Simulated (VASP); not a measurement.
# Sr2Pb3WC2 (P-4m2) in VASP: further runs

The runs below take Sr2Pb3WC2 through single point, relaxation of cell and atoms, with PBE.

All numbers are computed with VASP 6.6.1; they aren't measurements. Logs are shortened: lines on timing, memory, paths and dates and some standing lists are left out, and cuts for length are marked.

## (1) The cell of the first run

Symmetry: P-4m2, No. 115, tetragonal system. The conventional cell has a = 3.541 Å, b = 3.541 Å, c = 17.002 Å, α = 90.00°, β = 90.00°, γ = 90.00°. Sr (site symmetry 2mm) has 2 W at 3.12 Å and 4 Sr at 3.54 Å and 2 Pb at 3.56 Å within 4.1 Å. Pb (site symmetry 2mm) has 2 C at 2.27 Å within 3.0 Å. Pb (site symmetry -4m2) has 4 C at 2.27 Å within 3.0 Å. Within 4.1 Å of W (site symmetry -4m2) lie 4 Sr at 3.12 Å and 4 W at 3.54 Å. Within 3.0 Å of C (site symmetry 2mm) lie 4 Pb at 2.27 Å.

The cell was generated, and may not be a known phase.

## (2) Single point, PBE

The input, INCAR:

```
SYSTEM = Sr2Pb3WC2
PREC = Accurate ; ENCUT = 520
EDIFF = 1E-7 ; ISMEAR = 0
SIGMA = 0.2 ; LREAL = .False.
LASPH = .True. ; NELM = 60
ALGO = Normal ; ISIF = 2
LWAVE = .False. ; LCHARG = .False.
GGA = PE ; NBANDS = 52
```

The input, KPOINTS:

```
regular mesh
0
Gamma
  4 4 2
  0 0 0
```

The input, POSCAR:

```
Sr2Pb3WC2
1.0
    3.5411535009      0.0000000000      0.0000000000
    0.0000000000      3.5411535009      0.0000000000
    0.0000000000      0.0000000000     17.0016201934
Sr Pb W C
2 3 1 2
Direct
    0.0000000000      0.5000000000      0.1508701798
    0.5000000000      0.0000000000      0.8491298202
    0.5000000000      0.5000000000      0.6674625561
    0.0000000000      0.0000000000      0.5000000000
    0.5000000000      0.5000000000      0.3325374439
    0.0000000000      0.0000000000      0.0000000000
    0.0000000000      0.5000000000      0.5838200310
    0.5000000000      0.0000000000      0.4161799690
```

Potentials or basis: VASP PAW PBE potentials, release 64 (Sr_sv, Pb_d, W_sv, C).

Run with:

```sh
> cat potpaw_PBE.64/Sr_sv/POTCAR potpaw_PBE.64/Pb_d/POTCAR potpaw_PBE.64/W_sv/POTCAR potpaw_PBE.64/C/POTCAR > POTCAR
> mpirun -np 1 vasp_std > vasp.out
```

OUTCAR:

```text
SYSTEM = Sr2Pb3WC2
   PREC = Accurate
   ENCUT = 520
   EDIFF = 1E-7
   ISMEAR = 0
   LREAL = .False.
   LASPH = .True.
   NELM = 60
   ISIF = 2
   GGA = PE

 ion  position               nearest neighbor table
   1  0.000  0.500  0.151-   6 3.12   6 3.12   5 3.56   5 3.56
   2  0.500  0.000  0.849-   6 3.12   6 3.12   3 3.56   3 3.56
   3  0.500  0.500  0.667-   7 2.27   7 2.27   2 3.56   2 3.56   4 3.79   4 3.79   4 3.79   4 3.79

   4  0.000  0.000  0.500-   7 2.27   8 2.27   7 2.27   8 2.27   3 3.79   5 3.79   3 3.79   3 3.79
                             5 3.79   5 3.79   3 3.79   5 3.79
   5  0.500  0.500  0.333-   8 2.27   8 2.27   1 3.56   1 3.56   4 3.79   4 3.79   4 3.79   4 3.79

   6  0.000  0.000  0.000-   1 3.12   2 3.12   1 3.12   2 3.12
   7  0.000  0.500  0.584-   3 2.27   3 2.27   4 2.27   4 2.27
   8  0.500  0.000  0.416-   5 2.27   5 2.27   4 2.27   4 2.27

  LATTYP: Found a simple tetragonal cell.
 ALAT       =     3.5411535009
 C/A-ratio  =     4.8011531240

  Lattice vectors:

 A1 = (   3.5411535009,   0.0000000000,   0.0000000000)
 A2 = (   0.0000000000,   3.5411535009,   0.0000000000)
 A3 = (   0.0000000000,   0.0000000000,  17.0016201934)

Analysis of symmetry for initial positions (statically):
=====================================================================
 Subroutine PRICEL returns:
 Original cell was already a primitive cell.

 Routine SETGRP: Setting up the symmetry group for a
 simple tetragonal supercell.

 Subroutine GETGRP returns: Found  8 space group operations
 (whereof  8 operations were pure point group operations)
 out of a pool of 16 trial point group operations.

The static configuration has the point symmetry D_2d.

Analysis of symmetry for dynamics (positions and initial velocities):
=====================================================================
 Subroutine PRICEL returns:
 Original cell was already a primitive cell.

 Routine SETGRP: Setting up the symmetry group for a
 simple tetragonal supercell.

 Subroutine GETGRP returns: Found  8 space group operations
 (whereof  8 operations were pure point group operations)
 out of a pool of 16 trial point group operations.

The dynamic configuration has the point symmetry D_2d.

 Subroutine INISYM returns: Found  8 space group operations
 (whereof  8 operations are pure point group operations),
 and found     1 'primitive' translations

----------------------------------------------------------------------------------------

                                     Primitive cell

  volume of cell :     213.1964

  direct lattice vectors                    reciprocal lattice vectors
     3.541153501  0.000000000  0.000000000     0.282393858  0.000000000  0.000000000
     0.000000000  3.541153501  0.000000000     0.000000000  0.282393858  0.000000000
     0.000000000  0.000000000 17.001620193     0.000000000  0.000000000  0.058817924

  length of vectors
     3.541153501  3.541153501 17.001620193     0.282393858  0.282393858  0.058817924

  position of ions in fractional coordinates (direct lattice)
     0.000000000  0.500000000  0.150870180
     0.500000000  0.000000000  0.849129820
     0.500000000  0.500000000  0.667462556
     0.000000000  0.000000000  0.500000000
     0.500000000  0.500000000  0.332537444
     0.000000000  0.000000000  0.000000000
     0.000000000  0.500000000  0.583820031
     0.500000000  0.000000000  0.416179969

  ion indices of the primitive-cell ions
   primitive index   ion index
                 1           1
                 2           2
                 3           3
                 4           4
                 5           5
                 6           6
                 7           7
                 8           8

----------------------------------------------------------------------------------------

 KPOINTS: regular mesh

Automatic generation of k-mesh.
 Grid dimensions read from file:
 generate k-points for:    4    4    2

 Generating k-lattice:

  Cartesian coordinates                     Fractional coordinates (reciprocal lattice)
     0.070598465  0.000000000  0.000000000     0.250000000  0.000000000  0.000000000
     0.000000000  0.070598465  0.000000000     0.000000000  0.250000000  0.000000000
     0.000000000  0.000000000  0.029408962     0.000000000  0.000000000  0.500000000

  Length of vectors
     0.070598465  0.070598465  0.029408962

  Shift w.r.t. Gamma in fractional coordinates (k-lattice)
     0.000000000  0.000000000  0.000000000

 Subroutine IBZKPT returns following result:
 ===========================================

 Found     12 irreducible k-points:

 Following reciprocal coordinates:
            Coordinates               Weight
  0.000000  0.000000  0.000000      1.000000
  0.250000  0.000000  0.000000      4.000000
  0.500000  0.000000  0.000000      2.000000
  0.250000  0.250000  0.000000      4.000000
  0.500000  0.250000  0.000000      4.000000
  0.500000  0.500000  0.000000      1.000000
  0.000000  0.000000  0.500000      1.000000
  0.250000  0.000000  0.500000      4.000000
  0.500000  0.000000  0.500000      2.000000
  0.250000  0.250000  0.500000      4.000000
  0.500000  0.250000  0.500000      4.000000
  0.500000  0.500000  0.500000      1.000000
   k-points           NKPTS =     12   k-points in BZ     NKDIM =     12   number of bands    NBANDS=     52
   number of dos      NEDOS =    301   number of ions     NIONS =      8
   total plane-waves  NPLWV =  98784
   dimension x,y,z NGX =    28 NGY =   28 NGZ =  126
   dimension x,y,z NGXF=    56 NGYF=   56 NGZF=  252
   ions per type =               2   3   1   2
   NGX,Y,Z   is equivalent  to a cutoff of  13.15, 13.15, 12.32 a.u.
   NGXF,Y,Z  is equivalent  to a cutoff of  26.29, 26.29, 24.64 a.u.
 SYSTEM =  Sr2Pb3WC2
   PREC   = accura    normal or accurate (medium, high low for compatibility)
   ISTART =      0    job   : 0-new  1-cont  2-samecut
   ICHARG =      2    charge: 1-file 2-atom 10-const
   ISPIN  =      1    spin polarized calculation?
   LNONCOLLINEAR =      F non collinear calculations
   LSORBIT =      F    spin-orbit coupling
   LASPH  =      T    aspherical Exc in radial PAW
   ENCUT  =  520.0 eV  38.22 Ry    6.18 a.u.   6.58  6.58 31.61*2*pi/ulx,y,z
   NELM   =     60;   NELMIN=  2; NELMDL= -5     # of ELM steps
   EDIFF  = 0.1E-06   stopping-criterion for ELM
   LREAL  =      F    real-space projection
   EDIFFG = 0.1E-05   stopping-criterion for IOM
   NSW    =      0    number of steps for IOM
   IBRION =     -1    ionic relax: 0-MD 1-quasi-New 2-CG
   NFREE  =      0    steps in history (QN), initial steepest desc. (CG)
   ISIF   =      2    stress and relaxation
   ISYM   =      2    0-nonsym 1-usesym 2-fastsym
   POTIM  = 0.5000    time-step for ionic-motion
   TEBEG  =    0.0;   TEEND  =   0.0 temperature during run
   PSTRESS=    0.0 pullay stress
   NELECT =      84.0000    total number of electrons
   NUPDOWN=      -1.0000    fix difference up-down
   EMIN   =  10.00;   EMAX   =-10.00  energy-range for DOS
   EFERMI =   0.00;   METHOD = LEGACY
   ISMEAR =     0;   SIGMA  =   0.20  broadening in eV -4-tet -1-fermi 0-gaus
   EFERMI_NEDOS =   21; number of points for ismear=-14 and -15
   IALGO  =     38    algorithm
   IMIX   =      4    mixing-type and parameters
     AMIX     =   0.40;   BMIX     =  1.00
     AMIX_MAG =   1.60;   BMIX_MAG =  1.00
  volume/ion in A,a.u.               =      26.65       179.84
  Fermi-wavevector in a.u.,A,eV,Ry     =   1.200166  2.267985 19.597811  1.440398
  Thomas-Fermi vector in A             =   2.336009
   LORBIT       =      0    0 simple, 1 ext, 2 COOP (PROOUT), +10 PAW based schemes
   GGA     = PE    functional components
   LHFCALC =     F    Hartree Fock is set to
   AEXX    =    0.0000 exact exchange contribution
   IVDW    =     0    specifies the selected vdW correction
   LEPSILON=     F    determine dielectric tensor
   LRPA    =     F    only Hartree local field effects (RPA)
 non-spin polarized calculation
 Gauss-broadening in eV      SIGMA  =   0.20
  energy-cutoff  :      520.00
  volume of cell :      213.20
 maximum number of plane-waves:      5792
 NGX is ok and might be reduce to    28
   NGX = 13   NGY = 13   NGZ = 63

 number of electron      84.0000010 magnetization

 Free energy of the ion-electron system (eV)
  ---------------------------------------------------
  ext. energy  EPLUGINS =         0.00000000
  ---------------------------------------------------
  free energy    TOTEN  =       -34.43348210 eV

  energy without entropy =      -34.36289667  energy(sigma->0) =      -34.39818938

 E-fermi :   4.9020     XC(G=0):  -9.5436

 val. band max:        4.7835643507   @ k =   0.2500   0.2500   0.5000
 cond. band min:       4.9315186555   @ k =   0.0000   0.0000   0.0000
 fundamental gap:      0.1479543048
 Fermi energy:         4.9019903067

 k-point     1 :       0.0000    0.0000    0.0000
  band No.  band energies     occupation
      1     -69.0721      2.00000
      2     -33.2231      2.00000
      3     -33.2231      2.00000
      4     -33.0885      2.00000
      5     -30.8975      2.00000
      6     -30.8894      2.00000
[... 44 lines left out ...]
     51       8.3626      0.00000
     52       8.9210      0.00000

 k-point     2 :       0.2500    0.0000    0.0000
  band No.  band energies     occupation
      1     -69.0714      2.00000
      2     -33.2518      2.00000
      3     -33.2210      2.00000
      4     -33.0844      2.00000
      5     -30.8711      2.00000
      6     -30.8654      2.00000
[... 44 lines left out ...]
     51       7.9265      0.00000
     52       8.6469      0.00000

 k-point     3 :       0.5000    0.0000    0.0000
  band No.  band energies     occupation
      1     -69.0707      2.00000
      2     -33.2802      2.00000
      3     -33.2189      2.00000
      4     -33.0802      2.00000
      5     -30.8434      2.00000
      6     -30.8421      2.00000
[... 44 lines left out ...]
     51       8.3404      0.00000
     52       8.9897      0.00000
[... 386 lines left out ...]
 k-point    11 :       0.5000    0.2500    0.5000
  band No.  band energies     occupation
      1     -69.0699      2.00000
      2     -33.2777      2.00000
      3     -33.2472      2.00000
      4     -33.0762      2.00000
      5     -30.8186      2.00000
      6     -30.8180      2.00000
[... 44 lines left out ...]
     51       7.6664      0.00000
     52       7.8002      0.00000

 k-point    12 :       0.5000    0.5000    0.5000
  band No.  band energies     occupation
      1     -69.0692      2.00000
      2     -33.2752      2.00000
      3     -33.2752      2.00000
      4     -33.0723      2.00000
      5     -30.7936      2.00000
      6     -30.7936      2.00000
[... 44 lines left out ...]
     51       7.6673      0.00000
     52       7.6673      0.00000

------------------------ aborting loop because EDIFF is reached ----------------------------------------

  FORCE on cell =-STRESS in cart. coord.  units (eV):
  Direction    XX          YY          ZZ          XY          YZ          ZX
  --------------------------------------------------------------------------------------
  -------------------------------------------------------------------------------------
  Total        0.8561724      0.8561724      0.1379099      0.0000000      0.0000000      0.0000000
  in kB        6.4341617      6.4341617      1.0363968      0.0000000      0.0000000      0.0000000
  external PRESSURE =       4.6349068 kB  Pullay stress =       0.0000000 kB

 VOLUME and BASIS-vectors are now :
 -----------------------------------------------------------------------------
  energy-cutoff  :      520.00
  volume of cell :      213.20
      direct lattice vectors                 reciprocal lattice vectors
     3.541153501  0.000000000  0.000000000     0.282393858  0.000000000  0.000000000
     0.000000000  3.541153501  0.000000000     0.000000000  0.282393858  0.000000000
     0.000000000  0.000000000 17.001620193     0.000000000  0.000000000  0.058817924

 POSITION                                       TOTAL-FORCE (eV/Angst)
 -----------------------------------------------------------------------------------
      0.00000      1.77058      2.56504         0.000000      0.000000     -0.019934
      1.77058      0.00000     14.43658         0.000000      0.000000      0.019934
      1.77058      1.77058     11.34794         0.000000     -0.000000      0.009343
      0.00000      0.00000      8.50081         0.000000      0.000000      0.000000
      1.77058      1.77058      5.65368         0.000000     -0.000000     -0.009343
      0.00000      0.00000      0.00000        -0.000000      0.000000      0.000000
      0.00000      1.77058      9.92589         0.000000      0.000000     -0.042141
      1.77058      0.00000      7.07573         0.000000      0.000000      0.042141
 -----------------------------------------------------------------------------------
    total drift:                                0.000000      0.000000      0.000000

  FREE ENERGIE OF THE ION-ELECTRON SYSTEM (eV)
  ---------------------------------------------------
  free  energy   TOTEN  =       -34.4334821016 eV

  energy  without entropy=      -34.3628966673  energy(sigma->0) =      -34.39818938
```

Run time: 3 min. Hardware: 1 thread of Intel Xeon Platinum 8488C (Sapphire Rapids), shared host; peak memory 0.38 GiB.

Results:

```yaml
Free_energy: -34.4335 eV
Pressure: 0.5 GPa
Largest_force: 0.042 eV/Å
Band_gap_on_the_k_mesh: zero (bands 42 and 43 overlap by 1.54 eV)
```

Forces on the atoms (eV/Å):
```
Sr   0.000  0.000 -0.020
Sr   0.000  0.000  0.020
Pb   0.000  0.000  0.009
Pb   0.000  0.000  0.000
Pb   0.000  0.000 -0.009
W    0.000  0.000  0.000
C    0.000  0.000 -0.042
C    0.000  0.000  0.042
```

Caveat: the k points lie up to 0.44 Å⁻¹ apart, too coarse for converged energies and pressures of a metal; spin-orbit coupling is left out, which moves the levels of the heavy elements.

## (3) Relaxation of cell and atoms, PBE

This run uses another cell than the first one, of 27.69 Å³/atom.

The input, INCAR:

```
SYSTEM = Sr2Pb3WC2
PREC = Accurate
ENCUT = 600
EDIFF = 1E-6
ISMEAR = 0
SIGMA = 0.2
LREAL = .False.
LASPH = .True.
NELM = 100
ALGO = Normal
ISIF = 3
LWAVE = .False.
LCHARG = .False.
GGA = PE
IBRION = 2
NSW = 36
EDIFFG = -0.08
```

KPOINTS is that of step 2.

The input, POSCAR:

```
Sr2Pb3WC2
1.0
    4.3041790100      0.0000000000      0.0000000000
    0.0000000000      4.3041790100      0.0000000000
    0.0000000000      0.0000000000     11.9578581800
Sr Pb W C
2 3 1 2
Direct
    0.0000000000      0.5000000000      0.1034230000
    0.5000000000      0.0000000000      0.8965770000
    0.5000000000      0.5000000000      0.7614640000
    0.0000000000      0.0000000000      0.5000000000
    0.5000000000      0.5000000000      0.2385360000
    0.0000000000      0.0000000000      0.0000000000
    0.0000000000      0.5000000000      0.6299769900
    0.5000000000      0.0000000000      0.3700230100
```

Potentials or basis: VASP PAW PBE potentials, release 64 (Sr_sv, Pb_d, W_sv, C).

Run with:

```sh
> cat potpaw_PBE.64/Sr_sv/POTCAR potpaw_PBE.64/Pb_d/POTCAR potpaw_PBE.64/W_sv/POTCAR potpaw_PBE.64/C/POTCAR > POTCAR
> mpirun -np 1 vasp_std > vasp.out
```

It took 58 min on 1 thread of Intel Xeon Platinum 8488C (Sapphire Rapids), shared host; peak memory 0.49 GiB.

The run converged. Its results:

```yaml
Free_energy: -34.3826 eV
Relaxed_volume: 27.05 Å³/atom
Relaxed_cell: a = 3.578 Å, b = 3.578 Å, c = 16.897 Å, α = 90.00°, β = 90.00°, γ = 90.00°
Space_group_after_relaxing_to_0.1_Å: P-4m2 (No. 115)
Energy_gained_by_relaxing: 1275.4 meV/atom
Ionic_steps: 24
Pressure_after_relaxing: -0.1 GPa
Largest_force_after_relaxing: 0.038 eV/Å
Band_gap_on_the_k_mesh: zero (bands 42 and 43 overlap by 1.49 eV)
```

Forces on the atoms (eV/Å):
```
Sr   0.000  0.000  0.038
Sr   0.000  0.000 -0.038
Pb   0.000  0.000  0.030
Pb   0.000  0.000  0.000
Pb   0.000  0.000 -0.030
W    0.000  0.000  0.000
C    0.000  0.000  0.034
C    0.000  0.000 -0.034
```

The path:
| step | energy change (eV) | largest force (eV/Å) | pressure (GPa) | volume (Å³) |
| --- | --- | --- | --- | --- |
| 1 | 0.0000 | 5.8450 | 6.89 | 221.53 |
| 2 | -3.0016 | 2.6062 | -1.02 | 261.94 |
| 3 | -3.2834 | 1.7707 | -2.58 | 282.59 |
| 4 | -4.0535 | 1.3210 | -1.23 | 264.90 |
| 5 | -4.6049 | 2.3080 | 2.34 | 239.62 |
| 6 | -5.1449 | 2.0612 | 2.31 | 238.93 |
| 7 | -6.0723 | 1.6909 | 3.11 | 236.05 |
| 8 | -5.1260 | 3.2342 | 9.08 | 226.96 |
| 9 | -6.3817 | 1.8182 | 4.19 | 233.88 |
| 10 | -7.3709 | 1.6258 | -0.82 | 259.12 |
| 11 | -7.5073 | 1.4960 | -2.73 | 272.72 |
| 12 | -8.4253 | 1.4267 | -3.66 | 265.12 |
| 13 | -9.1579 | 0.8205 | -4.49 | 255.34 |
| 14 | -9.7571 | 1.0661 | 1.80 | 213.11 |
| 15 | -9.8036 | 1.0130 | 0.03 | 220.87 |
| 16 | -9.9999 | 0.7465 | 0.26 | 218.50 |
| 17 | -10.0606 | 0.7645 | 0.66 | 216.27 |
| 18 | -10.1399 | 0.3546 | -0.87 | 219.84 |
| 19 | -10.1399 | 0.3553 | -0.87 | 219.85 |
| 20 | -10.1898 | 0.2446 | 0.13 | 215.40 |
| 21 | -10.1908 | 0.2732 | 0.31 | 214.69 |
| 22 | -10.2011 | 0.0878 | 0.04 | 216.07 |
| 23 | -10.2016 | 0.0996 | -0.03 | 216.46 |
| 24 | -10.2032 | 0.0377 | -0.12 | 216.37 |

Final structure:
```
CELL_PARAMETERS angstrom
3.57842 0.00000 0.00000
0.00000 3.57842 0.00000
0.00000 0.00000 16.89691
ATOMIC_POSITIONS crystal
Sr 0.00000 0.50000 0.15050
Sr 0.50000 0.00000 0.84950
Pb 0.50000 0.50000 0.66672
Pb 0.00000 0.00000 0.50000
Pb 0.50000 0.50000 0.33328
W 0.00000 0.00000 0.00000
C 0.00000 0.50000 0.58310
C 0.50000 0.00000 0.41690
```

Levels at points of the mesh, in eV from the Fermi level:
```csv
k point,band 39,band 40,band 41,band 42,band 43,band 44,band 45,band 46
"(0.00, 0.00, 0.00)",-0.55,-0.55,-0.14,0.03,0.44,0.44,1.27,1.28
"(0.50, 0.00, 0.00)",-0.85,-0.64,-0.60,-0.20,0.29,0.56,0.58,1.01
"(0.50, 0.50, 0.00)",-1.40,-1.33,-1.09,-1.09,-1.05,0.48,0.48,1.66
"(0.00, 0.00, 0.50)",-0.75,-0.55,-0.55,0.44,0.44,0.61,0.95,1.41
"(0.50, 0.00, 0.50)",-0.89,-0.64,-0.60,-0.12,0.56,0.57,0.58,0.75
"(0.50, 0.50, 0.50)",-1.44,-1.22,-1.05,-1.02,-1.02,0.40,0.40,1.58
```

Caveat: the k points lie up to 0.44 Å⁻¹ apart in the final cell, too coarse for converged energies and pressures of a metal; a cell axis changed by over 15 % at a fixed basis, so the end point is rough; spin-orbit coupling is left out, which moves the levels of the heavy elements; the relaxation stopped at a loose force limit of 0.08 eV/Å, so its end isn't a converged minimum.

The gap in the log of VASP goes by the Fermi energy; the results here count the filled bands.